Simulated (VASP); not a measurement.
# NiSn4O4 in VASP: single point with PBE+D3(BJ)

Aim: the single point of NiSn4O4 with PBE+D3(BJ).

All numbers are computed with VASP 6.6.1; they aren't measurements. Logs are shortened: lines on timing, memory, paths and dates and some standing lists are left out, and cuts for length are marked.

### 1 The cell of the first run

The cell holds a slab with vacuum, 9 atoms: a = 3.837 Å, b = 3.837 Å, c = 26.079 Å, α = 90.00°, β = 90.00°, γ = 90.00°.

### 2 Single point, PBE+D3(BJ), collinear spin, ferromagnetic start

Contents of INCAR:

```
SYSTEM = NiSn4O4
PREC = Accurate
ENCUT = 520
EDIFF = 1E-6
ISMEAR = 0
SIGMA = 0.1
LREAL = .False.
LASPH = .True.
NELM = 150
ALGO = Normal
ISIF = 2
LWAVE = .False.
LCHARG = .False.
ISPIN = 2
MAGMOM = 0 0 0 0 0 0 0 0 2
LORBIT = 11
LMAXMIX = 4
LDIPOL = .True.
IDIPOL = 3
DIPOL = 0.5 0.5 0.486
GGA = PE
IVDW = 12
NBANDS = 59
KPAR = 4
```

Contents of KPOINTS:

```
Automatic mesh
0
Gamma
  8 8 1
  0 0 0
```

Contents of POSCAR:

```
NiSn4O4
1.0
    3.8370962910      0.0000000000      0.0000000000
    0.0000000000      3.8370962910      0.0000000000
    0.0000000000      0.0000000000     26.0788311484
Sn O Ni
4 4 1
Direct
    0.5000000000      0.0000000000      0.3259348531
    0.0000000000      0.5000000000      0.4147694078
    0.5000000000      0.0000000000      0.5064148619
    0.0000000000      0.5000000000      0.5946815702
    0.0000000000      0.0000000000      0.3703521305
    0.5000000000      0.5000000000      0.3703521305
    0.0000000000      0.0000000000      0.5521156946
    0.5000000000      0.5000000000      0.5521156946
    0.0000000000      0.5000000000      0.6851440617
```

Potentials or basis: VASP PAW PBE potentials, release 64 (Sn_d, O, Ni).

On the command line:

```console
$ cat potpaw_PBE.64/Sn_d/POTCAR potpaw_PBE.64/O/POTCAR potpaw_PBE.64/Ni/POTCAR > POTCAR
$ mpirun -np 4 vasp_std > vasp.out
```

OUTCAR:

```text
SYSTEM = NiSn4O4
   PREC = Accurate
   ENCUT = 520
   EDIFF = 1E-6
   ISMEAR = 0
   LREAL = .False.
   LASPH = .True.
   NELM = 150
   ISIF = 2
   ISPIN = 2
   LORBIT = 11
   GGA = PE
   IVDW = 12
 IVDW          = 12

 ion  position               nearest neighbor table
   1  0.500  0.000  0.326-   5 2.24   6 2.24   6 2.24   5 2.24   2 3.57   2 3.57   2 3.57   2 3.57

   2  0.000  0.500  0.415-   5 2.24   6 2.24   5 2.24   6 2.24   1 3.57   1 3.57   1 3.57   1 3.57
                             3 3.62   3 3.62   3 3.62   3 3.62
   3  0.500  0.000  0.506-   7 2.26   8 2.26   8 2.26   7 2.26   4 3.56   4 3.56   4 3.56   4 3.56
                             2 3.62   2 3.62   2 3.62   2 3.62
   4  0.000  0.500  0.595-   7 2.22   8 2.22   7 2.22   8 2.22   9 2.36   3 3.56   3 3.56   3 3.56
                             3 3.56
   5  0.000  0.000  0.370-   2 2.24   2 2.24   1 2.24   1 2.24
   6  0.500  0.500  0.370-   2 2.24   2 2.24   1 2.24   1 2.24
   7  0.000  0.000  0.552-   4 2.22   4 2.22   3 2.26   3 2.26
   8  0.500  0.500  0.552-   4 2.22   4 2.22   3 2.26   3 2.26
   9  0.000  0.500  0.685-   4 2.36

  LATTYP: Found a simple tetragonal cell.
 ALAT       =     3.8370962910
 C/A-ratio  =     6.7965016175

  Lattice vectors:

 A1 = (   3.8370962910,   0.0000000000,   0.0000000000)
 A2 = (   0.0000000000,   3.8370962910,   0.0000000000)
 A3 = (   0.0000000000,   0.0000000000,  26.0788311484)

Analysis of symmetry for initial positions (statically):
=====================================================================
 Subroutine PRICEL returns:
 Original cell was already a primitive cell.

 Routine SETGRP: Setting up the symmetry group for a
 simple tetragonal supercell.

 Subroutine GETGRP returns: Found  8 space group operations
 (whereof  4 operations were pure point group operations)
 out of a pool of 16 trial point group operations.

The static configuration has the point symmetry C_2v.
 The point group associated with its full space group is C_4v.

Analysis of symmetry for dynamics (positions and initial velocities):
=====================================================================
 Subroutine PRICEL returns:
 Original cell was already a primitive cell.

 Routine SETGRP: Setting up the symmetry group for a
 simple tetragonal supercell.

 Subroutine GETGRP returns: Found  8 space group operations
 (whereof  4 operations were pure point group operations)
 out of a pool of 16 trial point group operations.

The dynamic configuration has the point symmetry C_2v.
 The point group associated with its full space group is C_4v.

Analysis of structural, dynamic, and magnetic symmetry:
=====================================================================
 Subroutine PRICEL returns:
 Original cell was already a primitive cell.

 Routine SETGRP: Setting up the symmetry group for a
 simple tetragonal supercell.

 Subroutine GETGRP returns: Found  8 space group operations
 (whereof  4 operations were pure point group operations)
 out of a pool of 16 trial point group operations.

The overall configuration has the point symmetry C_2v.
 The point group associated with its full space group is C_4v.

 Subroutine INISYM returns: Found  8 space group operations
 (whereof  4 operations are pure point group operations),
 and found     1 'primitive' translations

----------------------------------------------------------------------------------------

                                     Primitive cell

  volume of cell :     383.9667

  direct lattice vectors                    reciprocal lattice vectors
     3.837096291  0.000000000  0.000000000     0.260613736  0.000000000  0.000000000
     0.000000000  3.837096291  0.000000000     0.000000000  0.260613736  0.000000000
     0.000000000  0.000000000 26.078831148     0.000000000  0.000000000  0.038345277

  length of vectors
     3.837096291  3.837096291 26.078831148     0.260613736  0.260613736  0.038345277

  position of ions in fractional coordinates (direct lattice)
     0.500000000  0.000000000  0.325934853
     0.000000000  0.500000000  0.414769408
[... 74 lines left out ...]
   ICHARG =      2    charge: 1-file 2-atom 10-const
   ISPIN  =      2    spin polarized calculation?
   LNONCOLLINEAR =      F non collinear calculations
   LSORBIT =      F    spin-orbit coupling
   LASPH  =      T    aspherical Exc in radial PAW
   ENCUT  =  520.0 eV  38.22 Ry    6.18 a.u.   7.13  7.13 48.49*2*pi/ulx,y,z
   NELM   =    150;   NELMIN=  2; NELMDL= -5     # of ELM steps
   EDIFF  = 0.1E-05   stopping-criterion for ELM
   LREAL  =      F    real-space projection
   EDIFFG = 0.1E-04   stopping-criterion for IOM
   NSW    =      0    number of steps for IOM
   IBRION =     -1    ionic relax: 0-MD 1-quasi-New 2-CG
   NFREE  =      0    steps in history (QN), initial steepest desc. (CG)
   ISIF   =      2    stress and relaxation
   ISYM   =      2    0-nonsym 1-usesym 2-fastsym
   POTIM  = 0.5000    time-step for ionic-motion
   TEBEG  =    0.0;   TEEND  =   0.0 temperature during run
   PSTRESS=    0.0 pullay stress
   NELECT =      90.0000    total number of electrons
   NUPDOWN=      -1.0000    fix difference up-down
   EMIN   =  10.00;   EMAX   =-10.00  energy-range for DOS
   EFERMI =   0.00;   METHOD = LEGACY
   ISMEAR =     0;   SIGMA  =   0.10  broadening in eV -4-tet -1-fermi 0-gaus
   EFERMI_NEDOS =   21; number of points for ismear=-14 and -15
   IALGO  =     38    algorithm
   IMIX   =      4    mixing-type and parameters
     AMIX     =   0.40;   BMIX     =  1.00
     AMIX_MAG =   1.60;   BMIX_MAG =  1.00
  volume/ion in A,a.u.               =      42.66       287.90
  Fermi-wavevector in a.u.,A,eV,Ry     =   1.009387  1.907465 13.862468  1.018863
  Thomas-Fermi vector in A             =   2.142312
   LORBIT       =     11    0 simple, 1 ext, 2 COOP (PROOUT), +10 PAW based schemes
   GGA     = PE    functional components
   LHFCALC =     F    Hartree Fock is set to
   AEXX    =    0.0000 exact exchange contribution
   IVDW    =    12    specifies the selected vdW correction
   LEPSILON=     F    determine dielectric tensor
   LRPA    =     F    only Hartree local field effects (RPA)
 spin polarized calculation
 Gauss-broadening in eV      SIGMA  =   0.10
  energy-cutoff  :      520.00
  volume of cell :      383.97
 maximum number of plane-waves:     10412
 NGX is ok and might be reduce to    30
   NGX = 15   NGY = 15   NGZ = 97

 dipolmoment           0.000000      0.000000     -0.002760 electrons x Angstroem

 number of electron      90.0000045 magnetization       0.3953421

 dipolmoment           0.000000      0.000000      0.007392 electrons x Angstroem

 Free energy of the ion-electron system (eV)
  ---------------------------------------------------
  ext. energy  EPLUGINS =         0.00000000
  ---------------------------------------------------
  free energy    TOTEN  =       -47.69232355 eV

  energy without entropy =      -47.67406735  energy(sigma->0) =      -47.68319545

 E-fermi :   0.9912     XC(G=0):  -4.9003

 val. band max:        0.9587492435   @ k =   0.3750   0.2500   0.0000
 cond. band min:       1.0020571974   @ k =   0.1250   0.1250   0.0000
 fundamental gap:      0.0433079539
 Fermi energy:         0.9911515960

 spin component 1

 k-point     1 :       0.0000    0.0000    0.0000
  band No.  band energies     occupation
      1     -21.6986      1.00000
      2     -21.6001      1.00000
      3     -21.2995      1.00000
      4     -21.2845      1.00000
      5     -21.2845      1.00000
      6     -21.2625      1.00000
[... 889 lines left out ...]
     56       5.6139      0.00000
     57       5.8801      0.00000
 Fermi energy:         0.9911515960

 spin component 2

 k-point     1 :       0.0000    0.0000    0.0000
  band No.  band energies     occupation
      1     -21.6981      1.00000
      2     -21.6001      1.00000
      3     -21.2994      1.00000
      4     -21.2846      1.00000
      5     -21.2846      1.00000
      6     -21.2628      1.00000
[... 889 lines left out ...]
     56       5.6030      0.00000
     57       5.8549      0.00000
 [bands above 57 left out]

------------------------ aborting loop because EDIFF is reached ----------------------------------------

 vacuum level on the upper side and lower side of the slab       (xc-potential included)         0.083        -0.017

 Edisp (eV)   -1.75214

 E8    (eV) :    -0.7774

  FORCE on cell =-STRESS in cart. coord.  units (eV):
  Direction    XX          YY          ZZ          XY          YZ          ZX
  --------------------------------------------------------------------------------------
  -------------------------------------------------------------------------------------
  Total      -1.34970    -1.34970     0.75447     0.00000     0.00000     0.00000
  in kB      -5.63187    -5.63187     3.14819     0.00000     0.00000     0.00000
  external pressure =       -2.71 kB  Pullay stress =        0.00 kB

 VOLUME and BASIS-vectors are now :
 -----------------------------------------------------------------------------
  energy-cutoff  :      520.00
  volume of cell :      383.97
      direct lattice vectors                 reciprocal lattice vectors
     3.837096291  0.000000000  0.000000000     0.260613736  0.000000000  0.000000000
     0.000000000  3.837096291  0.000000000     0.000000000  0.260613736  0.000000000
     0.000000000  0.000000000 26.078831148     0.000000000  0.000000000  0.038345277

 POSITION                                       TOTAL-FORCE (eV/Angst)
 -----------------------------------------------------------------------------------
      1.91855      0.00000      8.50000         0.000000      0.000000     -0.301338
      0.00000      1.91855     10.81670         0.000000      0.000000      0.242537
      1.91855      0.00000     13.20671         0.000000      0.000000     -0.084574
      0.00000      1.91855     15.50860         0.000000      0.000000      0.063472
      0.00000      0.00000      9.65835         0.000000      0.000000      0.027899
      1.91855      1.91855      9.65835         0.000000      0.000000      0.027899
      0.00000      0.00000     14.39853         0.000000      0.000000      0.000492
      1.91855      1.91855     14.39853         0.000000      0.000000      0.000492
      0.00000      1.91855     17.86776         0.000000      0.000000      0.023121
 -----------------------------------------------------------------------------------
    total drift:                                0.000000      0.000000      0.000279

  FREE ENERGIE OF THE ION-ELECTRON SYSTEM (eV)
  ---------------------------------------------------
  free  energy   TOTEN  =       -49.4444614474 eV

  energy  without entropy=      -49.4262052451  energy(sigma->0) =      -49.43533335

 vacuum level on the upper side and lower side of the slab         4.499         4.418

 total charge

# of ion       s       p       d       tot
------------------------------------------
    1        1.282   0.764  10.058  12.103
    2        1.249   0.791  10.072  12.111
    3        1.264   0.769  10.064  12.097
    4        1.160   0.905  10.114  12.179
    5        1.577   3.429   0.000   5.006
    6        1.577   3.429   0.000   5.006
    7        1.580   3.422   0.000   5.002
    8        1.580   3.422   0.000   5.002
    9        0.360   0.098   8.542   9.000
--------------------------------------------------
tot         11.630  17.028  48.849  77.507

 magnetization (x)

# of ion       s       p       d       tot
------------------------------------------
    1       -0.000  -0.000  -0.000  -0.000
    2       -0.000  -0.000  -0.000  -0.000
    3        0.000  -0.001  -0.000  -0.001
    4        0.006  -0.010  -0.002  -0.006
    5       -0.000  -0.000   0.000  -0.000
    6       -0.000  -0.000   0.000  -0.000
    7        0.000   0.002   0.000   0.002
    8        0.000   0.002   0.000   0.002
    9       -0.002  -0.003   0.446   0.441
--------------------------------------------------
tot          0.005  -0.010   0.444   0.439
```

Run time: 17 min. Hardware: 4 MPI ranks of Intel Xeon Platinum 8175M at 2.50GHz (Skylake/Cascade Lake), shared host; peak memory 0.92 GiB.

What came out:

```yaml
Free_energy: -49.4445 eV
Largest_force: 0.301 eV/Å
Net_moment: 0.40 μB per cell
Site_moments: Sn -0.00, -0.01 (each value once); O -0.00, +0.00 (each value once); Ni +0.44 μB
Valence_electrons_inside_the_program's_atomic_spheres: Sn 12.10, 12.11, 12.18 (each value once); O 5.01, 5.00 (each value once); Ni 9.00
Dispersion_energy_per_atom: -0.195 eV
```

Forces on the atoms (eV/Å):
```
Sn   0.000  0.000 -0.301
Sn   0.000  0.000  0.243
Sn   0.000  0.000 -0.085
Sn   0.000  0.000  0.063
O    0.000  0.000  0.028
O    0.000  0.000  0.028
O    0.000  0.000  0.000
O    0.000  0.000  0.000
Ni   0.000  0.000  0.023
```

Caveat: spin-orbit coupling is left out, which moves the levels of the heavy elements.
